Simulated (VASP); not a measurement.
# MgO (Fm-3m) in VASP: notebook

Runs on MgO. Level: PBE. Tasks: single point.

Everything below comes from runs of VASP 6.6.1. Logs are shortened: lines on timing, memory, paths and dates and some standing lists are left out, and cuts for length are marked.

### 1 The cell of the first run

The structure is cubic, space group Fm-3m (No. 225). Conventional cell: a = 4.299 Å, b = 4.299 Å, c = 4.299 Å, α = 90.00°, β = 90.00°, γ = 90.00°. Within 2.8 Å of Mg (site symmetry m-3m) lie 6 O at 2.15 Å. Within 2.8 Å of O (site symmetry m-3m) lie 6 Mg at 2.15 Å.

### 2 Single point, PBE

Input file INCAR:

```
PREC = Accurate
ENCUT = 600
EDIFF = 1E-6
ISMEAR = -1
SIGMA = 0.003
LREAL = False
LASPH = True
NELM = 120
ALGO = Normal
ISIF = 2
LWAVE = False
LCHARG = False
GGA = PE
NBANDS = 11
GGA_COMPAT = False
```

Input file KPOINTS:

```
Automatic mesh
0
Gamma
  8 8 8
```

Input file POSCAR:

```
MgO
1.0
    0.0000000000      2.1496500000      2.1496500000
    2.1496500000      0.0000000000      2.1496500000
    2.1496500000      2.1496500000      0.0000000000
Mg O
1 1
Direct
    0.0000000000      0.0000000000      0.0000000000
    0.5000000000      0.5000000000      0.5000000000
```

Potentials or basis: VASP PAW PBE potentials, release 64 (Mg, O).

Launch:

```sh
$ cat potpaw_PBE.64/Mg/POTCAR potpaw_PBE.64/O/POTCAR > POTCAR
$ mpirun -np 1 vasp_std > vasp.out
```

OUTCAR:

```text
PREC = Accurate
   ENCUT = 600
   EDIFF = 1E-6
   ISMEAR = -1
   LREAL = False
   LASPH = True
   NELM = 120
   ISIF = 2
   GGA = PE

 ion  position               nearest neighbor table
   1  0.000  0.000  0.000-   2 2.15   2 2.15   2 2.15   2 2.15   2 2.15   2 2.15
   2  0.500  0.500  0.500-   1 2.15   1 2.15   1 2.15   1 2.15   1 2.15   1 2.15

  LATTYP: Found a face centered cubic cell.
 ALAT       =     4.2993000000

  Lattice vectors:

 A1 = (   0.0000000000,   2.1496500000,   2.1496500000)
 A2 = (   2.1496500000,   0.0000000000,   2.1496500000)
 A3 = (   2.1496500000,   2.1496500000,   0.0000000000)

Analysis of symmetry for initial positions (statically):
=====================================================================
 Subroutine PRICEL returns:
 Original cell was already a primitive cell.

 Routine SETGRP: Setting up the symmetry group for a
 face centered cubic supercell.

 Subroutine GETGRP returns: Found 48 space group operations
 (whereof 48 operations were pure point group operations)
 out of a pool of 48 trial point group operations.

The static configuration has the point symmetry O_h .

Analysis of symmetry for dynamics (positions and initial velocities):
=====================================================================
 Subroutine PRICEL returns:
 Original cell was already a primitive cell.

 Routine SETGRP: Setting up the symmetry group for a
 face centered cubic supercell.

 Subroutine GETGRP returns: Found 48 space group operations
 (whereof 48 operations were pure point group operations)
 out of a pool of 48 trial point group operations.

The dynamic configuration has the point symmetry O_h .

 Subroutine INISYM returns: Found 48 space group operations
 (whereof 48 operations are pure point group operations),
 and found     1 'primitive' translations

----------------------------------------------------------------------------------------

                                     Primitive cell

  volume of cell :      19.8670

  direct lattice vectors                    reciprocal lattice vectors
     0.000000000  2.149650000  2.149650000    -0.232596004  0.232596004  0.232596004
     2.149650000  0.000000000  2.149650000     0.232596004 -0.232596004  0.232596004
     2.149650000  2.149650000  0.000000000     0.232596004  0.232596004 -0.232596004

  length of vectors
     3.040064184  3.040064184  3.040064184     0.402868097  0.402868097  0.402868097

  position of ions in fractional coordinates (direct lattice)
     0.000000000  0.000000000  0.000000000
     0.500000000  0.500000000  0.500000000

  ion indices of the primitive-cell ions
   primitive index   ion index
                 1           1
                 2           2

----------------------------------------------------------------------------------------

 KPOINTS: Automatic mesh

Automatic generation of k-mesh.
 Grid dimensions read from file:
 generate k-points for:    8    8    8

 Generating k-lattice:

  Cartesian coordinates                     Fractional coordinates (reciprocal lattice)
    -0.029074501  0.029074501  0.029074501     0.125000000  0.000000000  0.000000000
     0.029074501 -0.029074501  0.029074501     0.000000000  0.125000000  0.000000000
     0.029074501  0.029074501 -0.029074501     0.000000000  0.000000000  0.125000000

  Length of vectors
     0.050358512  0.050358512  0.050358512

  Shift w.r.t. Gamma in fractional coordinates (k-lattice)
     0.000000000  0.000000000  0.000000000

 Subroutine IBZKPT returns following result:
 ===========================================

 Found     29 irreducible k-points:

 Following reciprocal coordinates:
            Coordinates               Weight
  0.000000  0.000000  0.000000      1.000000
  0.125000  0.000000  0.000000      8.000000
  0.250000  0.000000  0.000000      8.000000
  0.375000  0.000000  0.000000      8.000000
  0.500000  0.000000  0.000000      4.000000
  0.125000  0.125000  0.000000      6.000000
[... 16 lines left out ...]
  0.500000  0.250000  0.125000     48.000000
 -0.375000  0.250000  0.125000     24.000000
 [... further k-points ...]
   k-points           NKPTS =     29   k-points in BZ     NKDIM =     29   number of bands    NBANDS=     11
   number of dos      NEDOS =    301   number of ions     NIONS =      2
   total plane-waves  NPLWV =  13824
   dimension x,y,z NGX =    24 NGY =   24 NGZ =   24
   dimension x,y,z NGXF=    48 NGYF=   48 NGZF=   48
   ions per type =               1   1
   NGX,Y,Z   is equivalent  to a cutoff of  13.12, 13.12, 13.12 a.u.
   NGXF,Y,Z  is equivalent  to a cutoff of  26.25, 26.25, 26.25 a.u.
 SYSTEM =  unknown system
   PREC   = accura    normal or accurate (medium, high low for compatibility)
   ISTART =      0    job   : 0-new  1-cont  2-samecut
   ICHARG =      2    charge: 1-file 2-atom 10-const
   ISPIN  =      1    spin polarized calculation?
   LNONCOLLINEAR =      F non collinear calculations
   LSORBIT =      F    spin-orbit coupling
   LASPH  =      T    aspherical Exc in radial PAW
   ENCUT  =  600.0 eV  44.10 Ry    6.64 a.u.   6.07  6.07  6.07*2*pi/ulx,y,z
   NELM   =    120;   NELMIN=  2; NELMDL= -5     # of ELM steps
   EDIFF  = 0.1E-05   stopping-criterion for ELM
   LREAL  =      F    real-space projection
   EDIFFG = 0.1E-04   stopping-criterion for IOM
   NSW    =      0    number of steps for IOM
   IBRION =     -1    ionic relax: 0-MD 1-quasi-New 2-CG
   NFREE  =      0    steps in history (QN), initial steepest desc. (CG)
   ISIF   =      2    stress and relaxation
   ISYM   =      2    0-nonsym 1-usesym 2-fastsym
   POTIM  = 0.5000    time-step for ionic-motion
   TEBEG  =    0.0;   TEEND  =   0.0 temperature during run
   PSTRESS=    0.0 pullay stress
   NELECT =       8.0000    total number of electrons
   NUPDOWN=      -1.0000    fix difference up-down
   EMIN   =  10.00;   EMAX   =-10.00  energy-range for DOS
   EFERMI =   0.00;   METHOD = LEGACY
   ISMEAR =    -1;   SIGMA  =   0.00  broadening in eV -4-tet -1-fermi 0-gaus
   EFERMI_NEDOS =   21; number of points for ismear=-14 and -15
   IALGO  =     38    algorithm
   IMIX   =      4    mixing-type and parameters
     AMIX     =   0.40;   BMIX     =  1.00
     AMIX_MAG =   1.60;   BMIX_MAG =  1.00
  volume/ion in A,a.u.               =       9.93        67.03
  Fermi-wavevector in a.u.,A,eV,Ry     =   1.208909  2.284507 19.884395  1.461462
  Thomas-Fermi vector in A             =   2.344503
   LORBIT       =      0    0 simple, 1 ext, 2 COOP (PROOUT), +10 PAW based schemes
   GGA     = PE    functional components
   LHFCALC =     F    Hartree Fock is set to
   AEXX    =    0.0000 exact exchange contribution
   IVDW    =     0    specifies the selected vdW correction
   LEPSILON=     F    determine dielectric tensor
   LRPA    =     F    only Hartree local field effects (RPA)
 non-spin polarized calculation
  energy-cutoff  :      600.00
  volume of cell :       19.87
 maximum number of plane-waves:       684
   NGX = 13   NGY = 13   NGZ = 13

 number of electron       7.9999999 magnetization

 Free energy of the ion-electron system (eV)
  ---------------------------------------------------
  ext. energy  EPLUGINS =         0.00000000
  ---------------------------------------------------
  free energy    TOTEN  =       -11.90362314 eV

  energy without entropy =      -11.90362314  energy(sigma->0) =      -11.90362314

 E-fermi :   2.8795     XC(G=0): -10.7911

 val. band max:        2.7389966942   @ k =   0.0000   0.0000   0.0000
 cond. band min:       6.8902274619   @ k =   0.0000   0.0000   0.0000
 fundamental gap:      4.1512307677
 Fermi energy:         2.8794677740

 k-point     1 :       0.0000    0.0000    0.0000
  band No.  band energies     occupation
      1     -14.2206      2.00000
      2       2.7390      2.00000
      3       2.7390      2.00000
      4       2.7390      2.00000
      5       6.8902      0.00000
      6      18.1904      0.00000
      7      18.1904      0.00000
      8      18.1904      0.00000
      9      21.9465      0.00000
     10      23.6530      0.00000
     11      23.6530      0.00000

 k-point     2 :       0.1250    0.0000    0.0000
  band No.  band energies     occupation
      1     -14.0745      2.00000
      2       1.8057      2.00000
      3       2.6465      2.00000
      4       2.6465      2.00000
      5       7.8119      0.00000
      6      16.5293      0.00000
      7      18.5119      0.00000
      8      18.5119      0.00000
      9      22.5805      0.00000
     10      22.5805      0.00000
     11      23.8853      0.00000

 k-point     3 :       0.2500    0.0000    0.0000
  band No.  band energies     occupation
      1     -13.6970      2.00000
      2       0.1934      2.00000
      3       2.4329      2.00000
      4       2.4329      2.00000
      5       9.2791      0.00000
      6      14.9219      0.00000
      7      18.8817      0.00000
      8      18.8817      0.00000
      9      22.2053      0.00000
     10      22.2053      0.00000
     11      23.7329      0.00000

 k-point     4 :       0.3750    0.0000    0.0000
  band No.  band energies     occupation
      1     -13.2761      2.00000
      2      -1.1114      2.00000
      3       2.2315      2.00000
      4       2.2315      2.00000
      5      10.0989      0.00000
      6      14.5313      0.00000
      7      18.6131      0.00000
      8      18.6131      0.00000
      9      22.9973      0.00000
     10      23.4848      0.00000
     11      23.4848      0.00000
[... 239 lines left out ...]
 k-point    22 :       0.3750    0.2500    0.1250
  band No.  band energies     occupation
      1     -13.4268      2.00000
      2      -0.1351      2.00000
      3       1.6685      2.00000
      4       2.1774      2.00000
      5      10.6307      0.00000
      6      13.9667      0.00000
      7      17.1376      0.00000
      8      19.5717      0.00000
      9      20.2784      0.00000
     10      24.4578      0.00000
     11      27.5275      0.00000

 k-point    23 :       0.5000    0.2500    0.1250
  band No.  band energies     occupation
      1     -13.0957      2.00000
      2      -0.7645      2.00000
      3       1.1319      2.00000
      4       1.9436      2.00000
      5      11.7143      0.00000
      6      13.9638      0.00000
      7      15.9935      0.00000
      8      19.1421      0.00000
      9      21.7545      0.00000
     10      24.3541      0.00000
     11      27.7636      0.00000

 k-point    24 :      -0.3750    0.2500    0.1250
  band No.  band energies     occupation
      1     -12.9497      2.00000
      2      -1.0278      2.00000
      3       0.9374      2.00000
      4       1.8315      2.00000
      5      11.9803      0.00000
      6      14.3343      0.00000
      7      15.6016      0.00000
      8      18.8957      0.00000
      9      22.5493      0.00000
     10      24.0004      0.00000
     11      27.9271      0.00000

 [... further k-points ...]

------------------------ aborting loop because EDIFF is reached ----------------------------------------

  FORCE on cell =-STRESS in cart. coord.  units (eV):
  Direction    XX          YY          ZZ          XY          YZ          ZX
  --------------------------------------------------------------------------------------
  -------------------------------------------------------------------------------------
  Total       -0.6782136     -0.6782136     -0.6782136      0.0000000      0.0000000      0.0000000
  in kB      -54.6945199    -54.6945199    -54.6945199      0.0000000      0.0000000      0.0000000
  external PRESSURE =     -54.6945199 kB  Pullay stress =       0.0000000 kB

 VOLUME and BASIS-vectors are now :
 -----------------------------------------------------------------------------
  energy-cutoff  :      600.00
  volume of cell :       19.87
      direct lattice vectors                 reciprocal lattice vectors
     0.000000000  2.149650000  2.149650000    -0.232596004  0.232596004  0.232596004
     2.149650000  0.000000000  2.149650000     0.232596004 -0.232596004  0.232596004
     2.149650000  2.149650000  0.000000000     0.232596004  0.232596004 -0.232596004

 POSITION                                       TOTAL-FORCE (eV/Angst)
 -----------------------------------------------------------------------------------
      0.00000      0.00000      0.00000        -0.000000      0.000000      0.000000
      2.14965      2.14965      2.14965         0.000000      0.000000      0.000000
 -----------------------------------------------------------------------------------
    total drift:                               -0.000000     -0.000000      0.000000

  FREE ENERGIE OF THE ION-ELECTRON SYSTEM (eV)
  ---------------------------------------------------
  free  energy   TOTEN  =       -11.9036231371 eV

  energy  without entropy=      -11.9036231371  energy(sigma->0) =      -11.90362314
```

It took 11 s on 1 thread of Intel Xeon 8259CL, shared host; peak memory 0.14 GiB.

Results:

```yaml
Free_energy: -11.9036 eV
Pressure: -5.5 GPa
Band_gap_on_the_k_mesh: 4.15 eV, direct
```

[end of part 1 of 3]
